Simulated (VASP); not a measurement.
# LiC2 (P-6m2) in VASP: a series of runs, part 2 of 2

VASP 6.6.1. The steps go on from the part before.

## 5. Relaxation of cell and atoms, PBE

This run uses another cell than the first one, of 11.99 Å³/atom.

File INCAR:

```
SYSTEM = LiC2
PREC = Accurate
ENCUT = 600
EDIFF = 1E-6
ISMEAR = 0
SIGMA = 0.1
LREAL = .FALSE.
LASPH = .TRUE.
NELM = 60
ALGO = Normal
ISIF = 3
LWAVE = .FALSE.
LCHARG = .FALSE.
GGA = PE
IBRION = 2
NSW = 100
EDIFFG = -0.01
```

File KPOINTS:

```
Automatic mesh
0
G
  18 18 12
  0 0 0
```

File POSCAR:

```
LiC2
1.0
    3.1263360380      0.0000000000      0.0000000000
   -1.5631680190      2.7074864297      0.0000000000
    0.0000000000      0.0000000000      4.2477533885
Li C
1 2
Direct
    0.0000000000      0.0000000000      0.0000000000
    0.6666666667      0.3333333333      0.6502544081
    0.6666666667      0.3333333333      0.3497455919
```

The run is started by

```sh
$ cat potpaw_PBE.64/Li_sv/POTCAR potpaw_PBE.64/C/POTCAR > POTCAR
$ mpirun -np 1 vasp_std > vasp.out
```

It took 41 min on 1 thread of Intel Xeon Platinum 8259CL at 2.50GHz (Skylake/Cascade Lake), shared host; peak memory 0.29 GiB.

The run converged. Its results:

* Free energy: -19.2972 eV
* Relaxed volume: 10.44 Å³/atom
* Relaxed cell: a = 3.697 Å, b = 3.697 Å, c = 2.645 Å, α = 90.00°, β = 90.00°, γ = 120.00°
* Space group after relaxing (to 0.1 Å): P-6m2 (No. 187)
* Pressure after relaxing: 0.0 GPa
* Largest force after relaxing: 0.006 eV/Å
* Band gap on the k mesh: zero (an odd number of electrons rules out a gap without spin polarisation)

Forces in eV/Å, atoms in the order of the input:
```
Li   0.000  0.000  0.000
C    0.000  0.000 -0.006
C    0.000  0.000  0.006
```

Stress tensor (GPa, compression positive):
```
-0.09  0.00  0.00
 0.00 -0.09  0.00
 0.00  0.00  0.06
```

Final structure:
```
CELL_PARAMETERS angstrom
3.69671 0.00000 0.00000
-1.84835 3.20144 0.00000
0.00000 0.00000 2.64524
ATOMIC_POSITIONS crystal
Li 0.00000 0.00000 0.00000
C 0.66667 0.33333 0.75039
C 0.66667 0.33333 0.24961
```

Levels at points of the mesh, in eV from the Fermi level:
| k point | band 1 | band 2 | band 3 | band 4 | band 5 | band 6 | band 7 | band 8 | band 9 |
| --- | --- | --- | --- | --- | --- | --- | --- | --- | --- |
| (0.00, 0.00, 0.00) | -47.52 | -18.09 | -10.27 | -6.73 | -6.73 | 1.38 | 4.29 | 5.57 | 5.57 |
| (0.50, 0.00, 0.00) | -47.52 | -17.85 | -10.24 | -8.29 | -7.22 | 2.98 | 5.09 | 6.53 | 9.79 |
| (0.00, 0.00, 0.50) | -47.49 | -15.09 | -14.95 | -2.02 | -2.02 | -1.54 | -1.54 | 2.31 | 5.66 |
| (0.50, 0.00, 0.50) | -47.49 | -14.99 | -14.68 | -3.72 | -3.28 | -2.53 | -1.93 | 5.15 | 7.16 |

Caveat: the cutoff is under 1.25 times the usual one of these potentials, so pressure, stress and relaxed cells hold a basis-set (Pulay) error; a cell axis changed by over 15 % at a fixed basis, so the end point is rough.

## 6. Relaxation of cell and atoms, PBE

This run uses another cell than the first one, of 13.38 Å³/atom.

File INCAR:

```
PREC     = Accurate       # precision mode
ENCUT    = 600            # plane-wave cutoff, eV
EDIFF    = 1E-7           # SCF threshold, eV
ISMEAR   = 0              # smearing method
SIGMA    = 0.1            # smearing width, eV
LREAL    = F              # projectors in reciprocal space
LASPH    = T              # aspherical terms in the spheres
NELM     = 100            # most SCF steps
ALGO     = Normal         # electronic algorithm
ISIF     = 3              # what is computed and relaxed
LWAVE    = F              # write WAVECAR
LCHARG   = F              # write CHGCAR
GGA      = PE             # functional
IBRION   = 2              # ionic algorithm
NSW      = 100            # ionic steps
EDIFFG   = -0.01          # ionic threshold
```

File KPOINTS:

```
regular mesh
0
Gamma
  12 12 14
```

File POSCAR:

```
LiC2
1.0
    3.6408705619      0.0000000000      0.0000000000
   -1.8204352810      3.1530863985      0.0000000000
    0.0000000000      0.0000000000      3.4967822512
Li C
1 2
Direct
    0.0000000000      0.0000000000      0.0000000000
    0.6666666667      0.3333333333      0.6807343511
    0.6666666667      0.3333333333      0.3192656489
```

Potentials or basis: VASP PAW PBE potentials, release 64 (Li_sv, C).

The run is started by

```sh
$ cat potpaw_PBE.64/Li_sv/POTCAR potpaw_PBE.64/C/POTCAR > POTCAR
$ mpirun -np 1 vasp_std > vasp.out
```

OUTCAR:

```text
PREC = Accurate
   ENCUT = 600
   EDIFF = 1E-7
   ISMEAR = 0
   LREAL = F
   LASPH = T
   NELM = 100
   ISIF = 3
   GGA = PE
   IBRION = 2
   NSW = 100
   EDIFFG = -0.01

 ion  position               nearest neighbor table
   1  0.000  0.000  0.000-
   2  0.667  0.333  0.681-   3 1.26
   3  0.667  0.333  0.319-   2 1.26

  LATTYP: Found a hexagonal cell.
 ALAT       =     3.6408705619
 C/A-ratio  =     0.9604247643

  Lattice vectors:

 A1 = (   3.6408705619,   0.0000000000,   0.0000000000)
 A2 = (  -1.8204352810,   3.1530863985,   0.0000000000)
 A3 = (   0.0000000000,   0.0000000000,   3.4967822512)

Analysis of symmetry for initial positions (statically):
[... 263 lines left out ...]
 val. band max:        0.9680355332   @ k =   0.3333   0.3333   0.2143
 cond. band min:       1.0240844885   @ k =   0.0833   0.0833   0.2857
 fundamental gap:      0.0560489553
 Fermi energy:         0.9788284130

 k-point     1 :       0.0000    0.0000    0.0000
  band No.  band energies     occupation
      1     -44.7939      2.00000
      2     -13.1230      2.00000
      3      -4.0146      2.00000
      4      -1.3143      2.00000
      5      -1.2233      2.00000
      6      -1.2233      2.00000
      7       6.2973      0.00000
      8       7.5796      0.00000
      9       7.5796      0.00000
[... 265 lines left out ...]
 k-point    24 :       0.3333    0.0000    0.0714
  band No.  band energies     occupation
      1     -44.7925      2.00000
      2     -12.8547      2.00000
      3      -4.0612      2.00000
      4      -2.7422      2.00000
      5      -1.5946      2.00000
      6      -0.6085      2.00000
      7       5.8370      0.00000
      8       7.1063      0.00000
      9       7.5811      0.00000

 [... further k-points ...]

------------------------ aborting loop because EDIFF is reached ----------------------------------------

  FORCE on cell =-STRESS in cart. coord.  units (eV):
  Direction    XX          YY          ZZ          XY          YZ          ZX
  --------------------------------------------------------------------------------------
  -------------------------------------------------------------------------------------
  Total       -0.0160990     -0.0160990     -0.0228211      0.0000000     -0.0000000     -0.0000000
  in kB       -0.6423864     -0.6423864     -0.9106147      0.0000000     -0.0000000     -0.0000000
  external PRESSURE =      -0.7317958 kB  Pullay stress =       0.0000000 kB
[... 18 lines left out ...]
  FREE ENERGIE OF THE ION-ELECTRON SYSTEM (eV)
  ---------------------------------------------------
  free  energy   TOTEN  =       -16.5479106783 eV

  energy  without entropy=      -16.5456900314  energy(sigma->0) =      -16.54680035

 reached required accuracy - stopping structural energy minimisation
```

Run time: 99 s. Hardware: 1 thread of Intel Xeon Platinum 8259CL at 2.50GHz (Skylake/Cascade Lake), shared host; peak memory 0.2 GiB.

Results:

| Item | Value |
| --- | --- |
| Free energy | -16.5479 eV |
| Relaxed volume | 13.38 Å³/atom |
| Relaxed cell | a = 3.641 Å, b = 3.641 Å, c = 3.498 Å, α = 90.00°, β = 90.00°, γ = 120.00° |
| Space group after relaxing (to 0.1 Å) | P-6m2 (No. 187) |
| Energy gained by relaxing | 0.1 meV/atom |
| Ionic steps | 3 |
| Pressure after relaxing | -0.1 GPa |
| Band gap on the k mesh | zero (an odd number of electrons rules out a gap without spin polarisation) |

Step by step:
```csv
step,energy change (eV),largest force (eV/Å),pressure (GPa),volume (Å³)
1,0.0000,0.1521,0.17,40.14
2,0.0090,1.0817,-1.89,40.23
3,-0.0002,0.0009,-0.07,40.15
```

Final structure:
```cif
data_structure
_symmetry_space_group_name_H-M 'P 1'
_symmetry_Int_Tables_number 1
_cell_length_a 3.6407
_cell_length_b 3.6407
_cell_length_c 3.4979
_cell_angle_alpha 90.000
_cell_angle_beta 90.000
_cell_angle_gamma 120.000
_cell_volume 40.15
loop_
_atom_site_label
_atom_site_type_symbol
_atom_site_fract_x
_atom_site_fract_y
_atom_site_fract_z
_atom_site_occupancy
Li1 Li 0.00000 0.00000 0.00000 1
C1 C 0.66667 0.33333 0.68098 1
C2 C 0.66667 0.33333 0.31902 1
```

Caveat: the cutoff is under 1.25 times the usual one of these potentials, so pressure, stress and relaxed cells hold a basis-set (Pulay) error.

## 7. Summary

| task | cell | k mesh | cutoff (eV) | smearing | gap on the mesh (eV) | pressure (GPa) | relaxed volume (Å³/atom) | largest force (eV/Å) |
| --- | --- | --- | --- | --- | --- | --- | --- | --- |
| single point | a = 3.645, b = 3.645, c = 3.500 Å, angles 90.0, 90.0, 120.0°, 3 atoms, atomic positions A | 12 × 12 × 14 | 520 | gaussian 0.1 eV | none | - | - | 0.11 |
| single point | a = 3.500, b = 3.645, c = 6.313 Å, 6 atoms, atomic positions B | 6 × 6 × 4 | 520 | gaussian 0.2 eV | none | - | - | 0.21 |
| single point | a = 3.641, b = 3.641, c = 3.497 Å, angles 90.0, 90.0, 120.0°, 3 atoms, atomic positions A | 18 × 18 × 12 | 520 | gaussian 0.1 eV | none | - | - | 0.11 |
| relaxation of cell and atoms | relaxed from a = 3.126, b = 3.126, c = 4.248 Å, angles 90.0, 90.0, 120.0°, 3 atoms, atomic positions C | 18 × 18 × 12 | 600 | gaussian 0.1 eV | none | 0.0 | 10.44 | 0.01 |
| relaxation of cell and atoms | relaxed from a = 3.641, b = 3.641, c = 3.497 Å, angles 90.0, 90.0, 120.0°, 3 atoms, atomic positions A | 12 × 12 × 14 | 600 | gaussian 0.1 eV | none | -0.1 | 13.38 | - |

Alike in all rows: level PBE; potentials or basis VASP PAW PBE potentials, release 64 (Li_sv, C); no spin polarisation.

Caveats: the cutoff is under 1.25 times the usual one of these potentials, so pressure, stress and relaxed cells hold a basis-set (Pulay) error; a cell axis changed by over 15 % at a fixed basis, so the end point is rough (at least some runs).

Absolute energies hang on the potentials; compare differences alone.
